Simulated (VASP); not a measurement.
# Ga (I-43d) in VASP: a series of runs

Ga is run at these levels: PBE; tasks: single point, relaxation of cell and atoms.

Everything below comes from runs of VASP 6.6.1. Logs are shortened: lines on timing, memory, paths and dates and some standing lists are left out, and cuts for length are marked.

## (1) The cell of the first run

The structure is cubic, space group I-43d (No. 220). Conventional cell: a = 6.104 Å, b = 6.104 Å, c = 6.104 Å, α = 90.00°, β = 90.00°, γ = 90.00°. Ga (site symmetry -4) has 12 Ga at 2.85 to 3.41 Å within 3.8 Å.

## (2) Single point, PBE

The input, INCAR:

```
SYSTEM = Ga
PREC = Accurate
ENCUT = 520
EDIFF = 1E-6
ISMEAR = 0
SIGMA = 0.1
LREAL = .FALSE.
LASPH = .TRUE.
NELM = 100
ALGO = Normal
ISIF = 2
LWAVE = .FALSE.
LCHARG = .TRUE.
GGA = PE
LELF = .TRUE.
LVHAR = .TRUE.
NBANDS = 48
```

The input, KPOINTS:

```
regular mesh
0
G
  8 8 8
  0 0 0
```

The input, POSCAR:

```
Ga
1.0
   -3.0521015163      3.0521015163      3.0521015163
    3.0521015163     -3.0521015163      3.0521015163
    3.0521015163      3.0521015163     -3.0521015163
Ga
6
Direct
    0.2500000000      0.1250000000      0.8750000000
    0.1250000000      0.8750000000      0.2500000000
    0.7500000000      0.3750000000      0.6250000000
    0.8750000000      0.2500000000      0.1250000000
    0.6250000000      0.7500000000      0.3750000000
    0.3750000000      0.6250000000      0.7500000000
```

Potentials or basis: VASP PAW PBE potentials, release 64 (Ga_d).

Run with:

```sh
$ cat potpaw_PBE.64/Ga_d/POTCAR > POTCAR
$ mpirun -np 1 vasp_std > vasp.out
```

OUTCAR:

```text
SYSTEM = Ga
   PREC = Accurate
   ENCUT = 520
   EDIFF = 1E-6
   ISMEAR = 0
   LREAL = .FALSE.
   LASPH = .TRUE.
   NELM = 100
   ISIF = 2
   GGA = PE

 ion  position               nearest neighbor table
   1  0.250  0.125  0.875-   4 2.85   4 2.85   6 2.85   5 2.85   6 2.85   2 2.85   2 2.85   5 2.85

   2  0.125  0.875  0.250-   4 2.85   5 2.85   3 2.85   3 2.85   1 2.85   4 2.85   1 2.85   5 2.85

   3  0.750  0.375  0.625-   2 2.85   5 2.85   6 2.85   5 2.85   4 2.85   4 2.85   6 2.85   2 2.85

   4  0.875  0.250  0.125-   6 2.85   1 2.85   2 2.85   1 2.85   3 2.85   3 2.85   2 2.85   6 2.85

   5  0.625  0.750  0.375-   3 2.85   3 2.85   2 2.85   1 2.85   6 2.85   6 2.85   1 2.85   2 2.85

   6  0.375  0.625  0.750-   1 2.85   3 2.85   4 2.85   5 2.85   5 2.85   1 2.85   3 2.85   4 2.85

  LATTYP: Found a body centered cubic cell.
 ALAT       =     6.1042030326

  Lattice vectors:

 A1 = (  -3.0521015163,   3.0521015163,   3.0521015163)
 A2 = (   3.0521015163,  -3.0521015163,   3.0521015163)
 A3 = (   3.0521015163,   3.0521015163,  -3.0521015163)

Analysis of symmetry for initial positions (statically):
=====================================================================
 Subroutine PRICEL returns:
 Original cell was already a primitive cell.

 Routine SETGRP: Setting up the symmetry group for a
 body centered cubic supercell.

 Subroutine GETGRP returns: Found 24 space group operations
 (whereof  3 operations were pure point group operations)
 out of a pool of 48 trial point group operations.

The static configuration has the point symmetry C_3 .
 The point group associated with its full space group is T_d .

Analysis of symmetry for dynamics (positions and initial velocities):
=====================================================================
 Subroutine PRICEL returns:
 Original cell was already a primitive cell.

 Routine SETGRP: Setting up the symmetry group for a
 body centered cubic supercell.

 Subroutine GETGRP returns: Found 24 space group operations
 (whereof  3 operations were pure point group operations)
 out of a pool of 48 trial point group operations.

The dynamic configuration has the point symmetry C_3 .
 The point group associated with its full space group is T_d .

 Subroutine INISYM returns: Found 24 space group operations
 (whereof  3 operations are pure point group operations),
 and found     1 'primitive' translations

----------------------------------------------------------------------------------------

                                     Primitive cell

  volume of cell :     113.7253

  direct lattice vectors                    reciprocal lattice vectors
    -3.052101516  3.052101516  3.052101516     0.000000000  0.163821550  0.163821550
     3.052101516 -3.052101516  3.052101516     0.163821550  0.000000000  0.163821550
     3.052101516  3.052101516 -3.052101516     0.163821550  0.163821550  0.000000000

  length of vectors
     5.286394896  5.286394896  5.286394896     0.231678657  0.231678657  0.231678657

  position of ions in fractional coordinates (direct lattice)
     0.250000000  0.125000000  0.875000000
     0.125000000  0.875000000  0.250000000
     0.750000000  0.375000000  0.625000000
     0.875000000  0.250000000  0.125000000
     0.625000000  0.750000000  0.375000000
     0.375000000  0.625000000  0.750000000

  ion indices of the primitive-cell ions
   primitive index   ion index
                 1           1
                 2           2
                 3           3
                 4           4
                 5           5
                 6           6

----------------------------------------------------------------------------------------

 KPOINTS: regular mesh

Automatic generation of k-mesh.
 Grid dimensions read from file:
 generate k-points for:    8    8    8

 Generating k-lattice:

  Cartesian coordinates                     Fractional coordinates (reciprocal lattice)
     0.000000000  0.020477694  0.020477694     0.125000000  0.000000000  0.000000000
     0.020477694  0.000000000  0.020477694     0.000000000  0.125000000  0.000000000
     0.020477694  0.020477694  0.000000000     0.000000000  0.000000000  0.125000000

  Length of vectors
     0.028959832  0.028959832  0.028959832

  Shift w.r.t. Gamma in fractional coordinates (k-lattice)
     0.000000000  0.000000000  0.000000000

 Subroutine IBZKPT returns following result:
 ===========================================

 Found     29 irreducible k-points:

 Following reciprocal coordinates:
            Coordinates               Weight
  0.000000  0.000000  0.000000      1.000000
  0.125000  0.000000  0.000000     12.000000
  0.250000  0.000000  0.000000     12.000000
  0.375000  0.000000  0.000000     12.000000
  0.500000  0.000000  0.000000      6.000000
  0.125000  0.125000  0.000000     24.000000
[... 16 lines left out ...]
 -0.250000  0.250000  0.250000      6.000000
 -0.375000  0.375000  0.250000     24.000000
 [... further k-points ...]
   k-points           NKPTS =     29   k-points in BZ     NKDIM =     29   number of bands    NBANDS=     48
   number of dos      NEDOS =    301   number of ions     NIONS =      6
   total plane-waves  NPLWV =  64000
   dimension x,y,z NGX =    40 NGY =   40 NGZ =   40
   dimension x,y,z NGXF=    80 NGYF=   80 NGZF=   80
   ions per type =               6
   NGX,Y,Z   is equivalent  to a cutoff of  12.58, 12.58, 12.58 a.u.
   NGXF,Y,Z  is equivalent  to a cutoff of  25.16, 25.16, 25.16 a.u.
 SYSTEM =  Ga
   PREC   = accura    normal or accurate (medium, high low for compatibility)
   ISTART =      0    job   : 0-new  1-cont  2-samecut
   ICHARG =      2    charge: 1-file 2-atom 10-const
   ISPIN  =      1    spin polarized calculation?
   LNONCOLLINEAR =      F non collinear calculations
   LSORBIT =      F    spin-orbit coupling
   LASPH  =      T    aspherical Exc in radial PAW
   ENCUT  =  520.0 eV  38.22 Ry    6.18 a.u.   9.83  9.83  9.83*2*pi/ulx,y,z
   NELM   =    100;   NELMIN=  2; NELMDL= -5     # of ELM steps
   EDIFF  = 0.1E-05   stopping-criterion for ELM
   LREAL  =      F    real-space projection
   EDIFFG = 0.1E-04   stopping-criterion for IOM
   NSW    =      0    number of steps for IOM
   IBRION =     -1    ionic relax: 0-MD 1-quasi-New 2-CG
   NFREE  =      0    steps in history (QN), initial steepest desc. (CG)
   ISIF   =      2    stress and relaxation
   ISYM   =      2    0-nonsym 1-usesym 2-fastsym
   POTIM  = 0.5000    time-step for ionic-motion
   TEBEG  =    0.0;   TEEND  =   0.0 temperature during run
   PSTRESS=    0.0 pullay stress
   NELECT =      78.0000    total number of electrons
   NUPDOWN=      -1.0000    fix difference up-down
   EMIN   =  10.00;   EMAX   =-10.00  energy-range for DOS
   EFERMI =   0.00;   METHOD = LEGACY
   ISMEAR =     0;   SIGMA  =   0.10  broadening in eV -4-tet -1-fermi 0-gaus
   EFERMI_NEDOS =   21; number of points for ismear=-14 and -15
   IALGO  =     38    algorithm
   IMIX   =      4    mixing-type and parameters
     AMIX     =   0.40;   BMIX     =  1.00
     AMIX_MAG =   1.60;   BMIX_MAG =  1.00
  volume/ion in A,a.u.               =      18.95       127.91
  Fermi-wavevector in a.u.,A,eV,Ry     =   1.443735  2.728263 28.359574  2.084370
  Thomas-Fermi vector in A             =   2.562109
   LORBIT       =      0    0 simple, 1 ext, 2 COOP (PROOUT), +10 PAW based schemes
   GGA     = PE    functional components
   LHFCALC =     F    Hartree Fock is set to
   AEXX    =    0.0000 exact exchange contribution
   IVDW    =     0    specifies the selected vdW correction
   LEPSILON=     F    determine dielectric tensor
   LRPA    =     F    only Hartree local field effects (RPA)
 non-spin polarized calculation
 Gauss-broadening in eV      SIGMA  =   0.10
  energy-cutoff  :      520.00
  volume of cell :      113.73
 maximum number of plane-waves:      3082
   NGX = 19   NGY = 19   NGZ = 19

 number of electron      78.0000074 magnetization

 Free energy of the ion-electron system (eV)
  ---------------------------------------------------
  ext. energy  EPLUGINS =         0.00000000
  ---------------------------------------------------
  free energy    TOTEN  =       -17.28194289 eV

  energy without entropy =      -17.26905541  energy(sigma->0) =      -17.27549915

 E-fermi :   5.4099     XC(G=0): -10.9776

 val. band max:        5.3849808012   @ k =  -0.3750   0.5000   0.2500
 cond. band min:       5.4484303082   @ k =   0.1250   0.1250   0.0000
 fundamental gap:      0.0634495070
 Fermi energy:         5.4098871086

 k-point     1 :       0.0000    0.0000    0.0000
  band No.  band energies     occupation
      1      -9.5475      2.00000
      2      -9.5155      2.00000
      3      -9.5155      2.00000
      4      -9.4867      2.00000
      5      -9.4867      2.00000
      6      -9.4867      2.00000
[... 40 lines left out ...]
     47      11.3463      0.00000
     48      11.3463      0.00000

 k-point     2 :       0.1250    0.0000    0.0000
  band No.  band energies     occupation
      1      -9.5447      2.00000
      2      -9.5309      2.00000
      3      -9.5289      2.00000
      4      -9.5101      2.00000
      5      -9.4997      2.00000
      6      -9.4997      2.00000
[... 40 lines left out ...]
     47      11.7909      0.00000
     48      12.9482      0.00000

 k-point     3 :       0.2500    0.0000    0.0000
  band No.  band energies     occupation
      1      -9.5616      2.00000
      2      -9.5572      2.00000
      3      -9.5418      2.00000
      4      -9.5296      2.00000
      5      -9.5107      2.00000
      6      -9.5007      2.00000
[... 40 lines left out ...]
     47      12.1176      0.00000
     48      12.9827      0.00000

 k-point     4 :       0.3750    0.0000    0.0000
  band No.  band energies     occupation
      1      -9.5860      2.00000
      2      -9.5809      2.00000
      3      -9.5367      2.00000
      4      -9.5320      2.00000
      5      -9.5140      2.00000
      6      -9.5009      2.00000
[... 958 lines left out ...]
     47      13.3486      0.00000
     48      13.3511      0.00000

 k-point    23 :      -0.2500    0.2500    0.2500
  band No.  band energies     occupation
      1      -9.5685      2.00000
      2      -9.5653      2.00000
      3      -9.5653      2.00000
      4      -9.5616      2.00000
      5      -9.5259      2.00000
      6      -9.5178      2.00000
[... 40 lines left out ...]
     47      11.2916      0.00000
     48      11.9151      0.00000

 k-point    24 :      -0.3750    0.3750    0.2500
  band No.  band energies     occupation
      1      -9.5809      2.00000
      2      -9.5781      2.00000
      3      -9.5657      2.00000
      4      -9.5621      2.00000
      5      -9.5382      2.00000
      6      -9.5266      2.00000
[... 40 lines left out ...]
     47      10.9712      0.00000
     48      11.3469      0.00000

 [... further k-points ...]
[... 5 lines left out ...]
  --------------------------------------------------------------------------------------
  -------------------------------------------------------------------------------------
  Total        0.0815694      0.0815694      0.0815694      0.0000000      0.0000000     -0.0000000
  in kB        1.1491611      1.1491611      1.1491611      0.0000000      0.0000000     -0.0000000
  external PRESSURE =       1.1491611 kB  Pullay stress =       0.0000000 kB

 VOLUME and BASIS-vectors are now :
 -----------------------------------------------------------------------------
  energy-cutoff  :      520.00
  volume of cell :      113.73
      direct lattice vectors                 reciprocal lattice vectors
    -3.052101516  3.052101516  3.052101516     0.000000000  0.163821550  0.163821550
     3.052101516 -3.052101516  3.052101516     0.163821550  0.000000000  0.163821550
     3.052101516  3.052101516 -3.052101516     0.163821550  0.163821550  0.000000000

 POSITION                                       TOTAL-FORCE (eV/Angst)
 -----------------------------------------------------------------------------------
      2.28908      3.05210     -1.52605         0.000000     -0.000000      0.000000
      3.05210     -1.52605      2.28908        -0.000000      0.000000     -0.000000
      0.76303      3.05210      1.52605        -0.000000      0.000000      0.000000
     -1.52605      2.28908      3.05210         0.000000     -0.000000     -0.000000
      1.52605      0.76303      3.05210        -0.000000     -0.000000      0.000000
      3.05210      1.52605      0.76303         0.000000     -0.000000     -0.000000
 -----------------------------------------------------------------------------------
    total drift:                               -0.000000     -0.000000     -0.000000

  FREE ENERGIE OF THE ION-ELECTRON SYSTEM (eV)
  ---------------------------------------------------
  free  energy   TOTEN  =       -17.2819428926 eV

  energy  without entropy=      -17.2690554139  energy(sigma->0) =      -17.27549915
```

Wall time 2.2 min (1 thread of AMD EPYC 7R13 (Zen 3), shared host); peak memory 0.26 GiB.

What came out:

| Item | Value |
| --- | --- |
| Free energy | -17.2819 eV |
| Pressure | 0.1 GPa |
| Band gap on the k mesh | zero (band 39 reaches 7.25 eV, above the bottom of band 40 at 3.62 eV) |

Levels at points of the mesh, in eV from the Fermi level:
```
           k point  band 36  band 37  band 38  band 39  band 40  band 41  band 42  band 43
(0.00, 0.00, 0.00)    -3.01    -2.14    -2.14    -2.14    -1.79    -1.79    -1.79    -1.67
(0.50, 0.00, 0.00)    -4.42    -0.79    -0.79    -0.43    -0.43     2.85     2.85     3.18
(0.50, 0.50, 0.50)    -6.84     1.46     1.46     1.56     1.56     1.56     1.56     1.56
```

## (3) Relaxation of cell and atoms, PBE

This run uses another cell than the first one, of 17.86 Å³/atom, 0.942 times its volume.

The input, INCAR:

```
SYSTEM = Ga
PREC = Accurate
ENCUT = 600
EDIFF = 1E-6
ISMEAR = 0
SIGMA = 0.1
LREAL = .FALSE.
LASPH = .TRUE.
NELM = 100
ALGO = Normal
ISIF = 3
LWAVE = .FALSE.
LCHARG = .FALSE.
GGA = PE
IBRION = 2
NSW = 100
EDIFFG = -0.01
```

The input, KPOINTS:

```
Automatic mesh
0
G
  8 8 8
  0 0 0
```

POSCAR: that of step 2 with these lines changed.

```diff
@@ -2,5 +2,5 @@
 1.0
-   -3.0521015163      3.0521015163      3.0521015163
-    3.0521015163     -3.0521015163      3.0521015163
-    3.0521015163      3.0521015163     -3.0521015163
+   -2.9924103506      2.9924103506      2.9924103506
+    2.9924103506     -2.9924103506      2.9924103506
+    2.9924103506      2.9924103506     -2.9924103506
 Ga
```

Potentials or basis: VASP PAW PBE potentials, release 64 (Ga_d).

Run with:

```sh
$ cat potpaw_PBE.64/Ga_d/POTCAR > POTCAR
$ mpirun -np 1 vasp_std > vasp.out
```

It took 9.7 min on 1 thread of AMD EPYC 7R13 (Zen 3), shared host; peak memory 0.3 GiB.

It converged, with:

* Free energy: -17.2791 eV
* Relaxed volume: 18.97 Å³/atom
* Relaxed cell: a = 5.288 Å, b = 5.288 Å, c = 5.288 Å, α = 109.47°, β = 109.47°, γ = 109.47°
* Space group after relaxing (to 0.05 Å): I-43d (No. 220)
* Energy gained by relaxing: 10.9 meV/atom
* Ionic steps: 4
* Pressure after relaxing: 0.0 GPa
* Band gap on the k mesh: zero (band 39 reaches 7.24 eV, above the bottom of band 40 at 3.61 eV)

The path:
| step | energy change (eV) | largest force (eV/Å) | pressure (GPa) | volume (Å³) |
| --- | --- | --- | --- | --- |
| 1 | 0.0000 | 0.0000 | 3.40 | 107.18 |
| 2 | -0.0647 | 0.0000 | 0.32 | 113.17 |
| 3 | -0.0652 | 0.0000 | -0.10 | 114.06 |
| 4 | -0.0653 | 0.0000 | -0.04 | 113.84 |

Final structure:
```xyz
6
Lattice="-3.0532 3.0532 3.0532 3.0532 -3.0532 3.0532 3.0532 3.0532 -3.0532" Properties=species:S:1:pos:R:3 pbc="T T T"
Ga    2.2899    3.0532   -1.5266
Ga    3.0532   -1.5266    2.2899
Ga    0.7633    3.0532    1.5266
Ga   -1.5266    2.2899    3.0532
Ga    1.5266    0.7633    3.0532
Ga    3.0532    1.5266    0.7633
```

Levels at points of the mesh, in eV from the Fermi level:
| k point | band 37 | band 38 | band 39 | band 40 | band 41 | band 42 |
| --- | --- | --- | --- | --- | --- | --- |
| (0.00, 0.00, 0.00) | -2.14 | -2.14 | -2.14 | -1.79 | -1.79 | -1.79 |
| (0.50, 0.00, 0.00) | -0.78 | -0.78 | -0.43 | -0.43 | 2.85 | 2.85 |
| (0.50, 0.50, 0.50) | 1.46 | 1.46 | 1.56 | 1.56 | 1.56 | 1.56 |
